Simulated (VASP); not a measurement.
# NaCl (F-43m) in VASP: further runs

Runs on NaCl. Level: PBE. Tasks: single point.

Program: VASP 6.6.1. These are calculated values, not measurements. Logs are shortened: lines on timing, memory, paths and dates and some standing lists are left out, and cuts for length are marked.

## (1) The cell of the first run

The structure is cubic, space group F-43m (No. 216). The conventional cell has a = 6.175 Å, b = 6.175 Å, c = 6.175 Å, α = 90.00°, β = 90.00°, γ = 90.00°. Na (site symmetry -43m) has 4 Cl at 2.67 Å within 3.5 Å. Within 3.5 Å of Cl (site symmetry -43m) lie 4 Na at 2.67 Å.

## (2) Single point, PBE

File INCAR:

```
SYSTEM = NaCl
PREC     = Accurate       ! precision mode
ENCUT    = 520            ! plane-wave cutoff, eV
EDIFF    = 1E-6           ! SCF threshold, eV
ISMEAR   = 0              ! smearing method
SIGMA    = 0.01           ! smearing width, eV
LREAL    = .FALSE.        ! projectors in reciprocal space
LASPH    = .TRUE.         ! aspherical terms in the spheres
NELM     = 60             ! most SCF steps
ALGO     = Normal         ! electronic algorithm
ISIF     = 2              ! what is computed and relaxed
LWAVE    = .FALSE.        ! write WAVECAR
LCHARG   = .FALSE.        ! write CHGCAR
GGA      = PE             ! functional
NBANDS   = 14             ! bands
```

File KPOINTS:

```
regular mesh
0
G
  4 4 4
  0 0 0
```

File POSCAR:

```
NaCl
1.0
    0.0000000000      3.0872727924      3.0872727924
    3.0872727924      0.0000000000      3.0872727924
    3.0872727924      3.0872727924      0.0000000000
Na Cl
1 1
Direct
    0.0000000000      0.0000000000      0.0000000000
    0.2500000000      0.2500000000      0.2500000000
```

Potentials or basis: VASP PAW PBE potentials, release 64 (Na_pv, Cl).

Command:

```bash
$ cat potpaw_PBE.64/Na_pv/POTCAR potpaw_PBE.64/Cl/POTCAR > POTCAR
$ mpirun -np 1 vasp_std > vasp.out
```

OUTCAR:

```text
SYSTEM = NaCl
   PREC = Accurate
   ENCUT = 520
   EDIFF = 1E-6
   ISMEAR = 0
   LREAL = .FALSE.
   LASPH = .TRUE.
   NELM = 60
   ISIF = 2
   GGA = PE

 ion  position               nearest neighbor table
   1  0.000  0.000  0.000-   2 2.67   2 2.67   2 2.67   2 2.67
   2  0.250  0.250  0.250-   1 2.67   1 2.67   1 2.67   1 2.67

  LATTYP: Found a face centered cubic cell.
 ALAT       =     6.1745455848

  Lattice vectors:

 A1 = (   0.0000000000,   3.0872727924,   3.0872727924)
 A2 = (   3.0872727924,   0.0000000000,   3.0872727924)
 A3 = (   3.0872727924,   3.0872727924,   0.0000000000)

Analysis of symmetry for initial positions (statically):
=====================================================================
 Subroutine PRICEL returns:
 Original cell was already a primitive cell.

 Routine SETGRP: Setting up the symmetry group for a
 face centered cubic supercell.

 Subroutine GETGRP returns: Found 24 space group operations
 (whereof 24 operations were pure point group operations)
 out of a pool of 48 trial point group operations.

The static configuration has the point symmetry T_d .

Analysis of symmetry for dynamics (positions and initial velocities):
=====================================================================
 Subroutine PRICEL returns:
 Original cell was already a primitive cell.

 Routine SETGRP: Setting up the symmetry group for a
 face centered cubic supercell.

 Subroutine GETGRP returns: Found 24 space group operations
 (whereof 24 operations were pure point group operations)
 out of a pool of 48 trial point group operations.

The dynamic configuration has the point symmetry T_d .

 Subroutine INISYM returns: Found 24 space group operations
 (whereof 24 operations are pure point group operations),
 and found     1 'primitive' translations

----------------------------------------------------------------------------------------

                                     Primitive cell

  volume of cell :      58.8512

  direct lattice vectors                    reciprocal lattice vectors
     0.000000000  3.087272792  3.087272792    -0.161955238  0.161955238  0.161955238
     3.087272792  0.000000000  3.087272792     0.161955238 -0.161955238  0.161955238
     3.087272792  3.087272792  0.000000000     0.161955238  0.161955238 -0.161955238

  length of vectors
     4.366063054  4.366063054  4.366063054     0.280514701  0.280514701  0.280514701

  position of ions in fractional coordinates (direct lattice)
     0.000000000  0.000000000  0.000000000
     0.250000000  0.250000000  0.250000000

  ion indices of the primitive-cell ions
   primitive index   ion index
                 1           1
                 2           2

----------------------------------------------------------------------------------------

 KPOINTS: regular mesh

Automatic generation of k-mesh.
 Grid dimensions read from file:
 generate k-points for:    4    4    4

 Generating k-lattice:

  Cartesian coordinates                     Fractional coordinates (reciprocal lattice)
    -0.040488810  0.040488810  0.040488810     0.250000000  0.000000000  0.000000000
     0.040488810 -0.040488810  0.040488810     0.000000000  0.250000000  0.000000000
     0.040488810  0.040488810 -0.040488810     0.000000000  0.000000000  0.250000000

  Length of vectors
     0.070128675  0.070128675  0.070128675

  Shift w.r.t. Gamma in fractional coordinates (k-lattice)
     0.000000000  0.000000000  0.000000000

 Subroutine IBZKPT returns following result:
 ===========================================

 Found      8 irreducible k-points:

 Following reciprocal coordinates:
            Coordinates               Weight
  0.000000  0.000000  0.000000      1.000000
  0.250000  0.000000  0.000000      8.000000
  0.500000  0.000000  0.000000      4.000000
  0.250000  0.250000  0.000000      6.000000
  0.500000  0.250000  0.000000     24.000000
 -0.250000  0.250000  0.000000     12.000000
  0.500000  0.500000  0.000000      3.000000
 -0.250000  0.500000  0.250000      6.000000
   k-points           NKPTS =      8   k-points in BZ     NKDIM =      8   number of bands    NBANDS=     14
   number of dos      NEDOS =    301   number of ions     NIONS =      2
   total plane-waves  NPLWV =  32768
   dimension x,y,z NGX =    32 NGY =   32 NGZ =   32
   dimension x,y,z NGXF=    64 NGYF=   64 NGZF=   64
   ions per type =               1   1
   NGX,Y,Z   is equivalent  to a cutoff of  12.18, 12.18, 12.18 a.u.
   NGXF,Y,Z  is equivalent  to a cutoff of  24.37, 24.37, 24.37 a.u.
 SYSTEM =  NaCl
   PREC   = accura    normal or accurate (medium, high low for compatibility)
   ISTART =      0    job   : 0-new  1-cont  2-samecut
   ICHARG =      2    charge: 1-file 2-atom 10-const
   ISPIN  =      1    spin polarized calculation?
   LNONCOLLINEAR =      F non collinear calculations
   LSORBIT =      F    spin-orbit coupling
   LASPH  =      T    aspherical Exc in radial PAW
   ENCUT  =  520.0 eV  38.22 Ry    6.18 a.u.   8.12  8.12  8.12*2*pi/ulx,y,z
   NELM   =     60;   NELMIN=  2; NELMDL= -5     # of ELM steps
   EDIFF  = 0.1E-05   stopping-criterion for ELM
   LREAL  =      F    real-space projection
   EDIFFG = 0.1E-04   stopping-criterion for IOM
   NSW    =      0    number of steps for IOM
   IBRION =     -1    ionic relax: 0-MD 1-quasi-New 2-CG
   NFREE  =      0    steps in history (QN), initial steepest desc. (CG)
   ISIF   =      2    stress and relaxation
   ISYM   =      2    0-nonsym 1-usesym 2-fastsym
   POTIM  = 0.5000    time-step for ionic-motion
   TEBEG  =    0.0;   TEEND  =   0.0 temperature during run
   PSTRESS=    0.0 pullay stress
   NELECT =      14.0000    total number of electrons
   NUPDOWN=      -1.0000    fix difference up-down
   EMIN   =  10.00;   EMAX   =-10.00  energy-range for DOS
   EFERMI =   0.00;   METHOD = LEGACY
   ISMEAR =     0;   SIGMA  =   0.01  broadening in eV -4-tet -1-fermi 0-gaus
   EFERMI_NEDOS =   21; number of points for ismear=-14 and -15
   IALGO  =     38    algorithm
   IMIX   =      4    mixing-type and parameters
     AMIX     =   0.40;   BMIX     =  1.00
     AMIX_MAG =   1.60;   BMIX_MAG =  1.00
  volume/ion in A,a.u.               =      29.43       198.57
  Fermi-wavevector in a.u.,A,eV,Ry     =   1.014376  1.916894 13.999846  1.028960
  Thomas-Fermi vector in A             =   2.147600
   LORBIT       =      0    0 simple, 1 ext, 2 COOP (PROOUT), +10 PAW based schemes
   GGA     = PE    functional components
   LHFCALC =     F    Hartree Fock is set to
   AEXX    =    0.0000 exact exchange contribution
   IVDW    =     0    specifies the selected vdW correction
   LEPSILON=     F    determine dielectric tensor
   LRPA    =     F    only Hartree local field effects (RPA)
 non-spin polarized calculation
 Gauss-broadening in eV      SIGMA  =   0.01
  energy-cutoff  :      520.00
  volume of cell :       58.85
 maximum number of plane-waves:      1604
   NGX = 17   NGY = 17   NGZ = 17

 number of electron      13.9999997 magnetization

 Free energy of the ion-electron system (eV)
  ---------------------------------------------------
  ext. energy  EPLUGINS =         0.00000000
  ---------------------------------------------------
  free energy    TOTEN  =        -6.63745966 eV

  energy without entropy =       -6.63745966  energy(sigma->0) =       -6.63745966

 E-fermi :  -2.3447     XC(G=0):  -6.8565

 val. band max:       -2.4001862222   @ k =   0.0000   0.0000   0.0000
 cond. band min:       2.5403723138   @ k =   0.0000   0.0000   0.0000
 fundamental gap:      4.9405585360
 Fermi energy:        -2.3446728152

 k-point     1 :       0.0000    0.0000    0.0000
  band No.  band energies     occupation
      1     -23.0004      2.00000
      2     -23.0004      2.00000
      3     -23.0004      2.00000
      4     -14.5192      2.00000
      5      -2.4002      2.00000
      6      -2.4002      2.00000
      7      -2.4002      2.00000
      8       2.5404      0.00000
      9       8.8244      0.00000
     10       8.8244      0.00000
     11       8.8244      0.00000
     12      10.6017      0.00000
     13      10.6017      0.00000
     14      13.0431      0.00000

 k-point     2 :       0.2500    0.0000    0.0000
  band No.  band energies     occupation
      1     -23.0076      2.00000
      2     -23.0012      2.00000
      3     -23.0012      2.00000
      4     -14.4472      2.00000
      5      -2.9943      2.00000
      6      -2.4473      2.00000
      7      -2.4473      2.00000
      8       3.7508      0.00000
      9       7.6620      0.00000
     10       8.7792      0.00000
     11       8.7792      0.00000
     12      10.3780      0.00000
     13      10.3780      0.00000
     14      11.6393      0.00000

 k-point     3 :       0.5000    0.0000    0.0000
  band No.  band energies     occupation
      1     -23.0147      2.00000
      2     -23.0020      2.00000
      3     -23.0020      2.00000
      4     -14.3738      2.00000
      5      -3.4588      2.00000
      6      -2.4929      2.00000
      7      -2.4929      2.00000
      8       5.1765      0.00000
      9       6.5167      0.00000
     10       8.2579      0.00000
     11       8.2579      0.00000
     12      11.9625      0.00000
     13      12.4777      0.00000
     14      12.4778      0.00000
[... 52 lines left out ...]
 k-point     7 :       0.5000    0.5000    0.0000
  band No.  band energies     occupation
      1     -23.0159      2.00000
      2     -23.0043      2.00000
      3     -23.0043      2.00000
      4     -14.3274      2.00000
      5      -3.3660      2.00000
      6      -2.7005      2.00000
      7      -2.7005      2.00000
      8       4.6403      0.00000
      9       6.6709      0.00000
     10       8.2116      0.00000
     11      10.7673      0.00000
     12      10.7673      0.00000
     13      12.6742      0.00000
     14      12.8133      0.00000

 k-point     8 :      -0.2500    0.5000    0.2500
  band No.  band energies     occupation
      1     -23.0141      2.00000
      2     -23.0060      2.00000
      3     -23.0043      2.00000
      4     -14.3269      2.00000
      5      -3.0799      2.00000
      6      -3.0234      2.00000
      7      -2.7453      2.00000
      8       5.4535      0.00000
      9       7.1906      0.00000
     10       7.6650      0.00000
     11       8.2334      0.00000
     12      11.7709      0.00000
     13      11.9345      0.00000
     14      12.8425      0.00000

------------------------ aborting loop because EDIFF is reached ----------------------------------------

  FORCE on cell =-STRESS in cart. coord.  units (eV):
  Direction    XX          YY          ZZ          XY          YZ          ZX
  --------------------------------------------------------------------------------------
  -------------------------------------------------------------------------------------
  Total        0.2545270      0.2545270      0.2545270     -0.0000000      0.0000000      0.0000000
  in kB        6.9293011      6.9293011      6.9293011     -0.0000000      0.0000000      0.0000000
  external PRESSURE =       6.9293011 kB  Pullay stress =       0.0000000 kB

 VOLUME and BASIS-vectors are now :
 -----------------------------------------------------------------------------
  energy-cutoff  :      520.00
  volume of cell :       58.85
      direct lattice vectors                 reciprocal lattice vectors
     0.000000000  3.087272792  3.087272792    -0.161955238  0.161955238  0.161955238
     3.087272792  0.000000000  3.087272792     0.161955238 -0.161955238  0.161955238
     3.087272792  3.087272792  0.000000000     0.161955238  0.161955238 -0.161955238

 POSITION                                       TOTAL-FORCE (eV/Angst)
 -----------------------------------------------------------------------------------
      0.00000      0.00000      0.00000         0.000000      0.000000      0.000000
      1.54364      1.54364      1.54364        -0.000000     -0.000000     -0.000000
 -----------------------------------------------------------------------------------
    total drift:                                0.000002      0.000002      0.000003

  FREE ENERGIE OF THE ION-ELECTRON SYSTEM (eV)
  ---------------------------------------------------
  free  energy   TOTEN  =        -6.6374596562 eV

  energy  without entropy=       -6.6374596562  energy(sigma->0) =       -6.63745966
```

Run time: 5.9 s. Hardware: 1 thread of Intel Xeon Platinum 8375C at 2.90GHz (Ice Lake), shared host; peak memory 0.16 GiB.

Results:

```
Free energy            : -6.6375 eV
Pressure               : 0.7 GPa
Band gap on the k mesh : 4.94 eV, direct
```

Caveat: the k points lie up to 0.44 Å⁻¹ apart.

## (3) Single point, PBE

File INCAR:

```
ALGO = Normal ; EDIFF = 1E-7
ENCUT = 520 ; GGA = PE
ISIF = 2 ; ISMEAR = 0
LASPH = T ; LCHARG = F
LREAL = F ; LWAVE = F
NBANDS = 14 ; NELM = 60
PREC = Accurate ; SIGMA = 0.01
```

File KPOINTS:

```
k-points
0
Gamma
  4 4 4
```

POSCAR is that of step 2.

Potentials or basis: VASP PAW PBE potentials, release 64 (Na_pv, Cl).

Command:

```bash
$ cat potpaw_PBE.64/Na_pv/POTCAR potpaw_PBE.64/Cl/POTCAR > POTCAR
$ mpirun -np 1 vasp_std > vasp.out
```

Wall time 5.4 s (1 thread of Intel Xeon Platinum 8375C at 2.90GHz (Ice Lake), shared host); peak memory 0.17 GiB.

The run converged. Its results:

```yaml
Free_energy: -6.6375 eV
Pressure: 0.7 GPa
Band_gap_on_the_k_mesh: 4.94 eV, direct
```

Levels at points of the mesh, in eV from the valence-band top:
```tsv
k point	band 4	band 5	band 6	band 7	band 8	band 9	band 10	band 11
(0.00, 0.00, 0.00)	-12.12	0.00	0.00	0.00	4.94	11.22	11.22	11.22
(0.50, 0.00, 0.00)	-11.97	-1.06	-0.09	-0.09	7.58	8.92	10.66	10.66
(0.50, 0.50, 0.00)	-11.93	-0.97	-0.30	-0.30	7.04	9.07	10.61	13.17
```

Caveat: the k points lie up to 0.44 Å⁻¹ apart.

## (4) Single point, PBE

File INCAR:

```
SYSTEM = NaCl
PREC = Accurate
ENCUT = 520
EDIFF = 1E-7
ISMEAR = 0
SIGMA = 0.01
LREAL = .FALSE.
LASPH = .TRUE.
NELM = 100
ALGO = Normal
ISIF = 2
LWAVE = .FALSE.
LCHARG = .FALSE.
GGA = PE
NBANDS = 14
```

File KPOINTS:

```
Automatic mesh
0
G
  6 6 6
  0 0 0
```

POSCAR is that of step 3.

Command:

```bash
$ cat potpaw_PBE.64/Na_pv/POTCAR potpaw_PBE.64/Cl/POTCAR > POTCAR
$ mpirun -np 1 vasp_std > vasp.out
```

Run time: 8.1 s. Hardware: 1 thread of Intel Xeon Platinum 8375C at 2.90GHz (Ice Lake), shared host; peak memory 0.16 GiB.

It converged, with:

* Free energy: -6.6378 eV
* Pressure: 0.7 GPa
* Band gap on the k mesh: 4.94 eV, direct

Levels at points of the mesh, in eV from the valence-band top:
```csv
k point,band 5,band 6,band 7,band 8,band 9,band 10
"(0.00, 0.00, 0.00)",0.00,0.00,0.00,4.94,11.22,11.22
"(0.50, 0.00, 0.00)",-1.06,-0.09,-0.09,7.58,8.92,10.66
"(0.50, 0.50, 0.00)",-0.97,-0.30,-0.30,7.04,9.07,10.61
```

A hybrid or GW would open this gap; PBE tends to underestimate it.
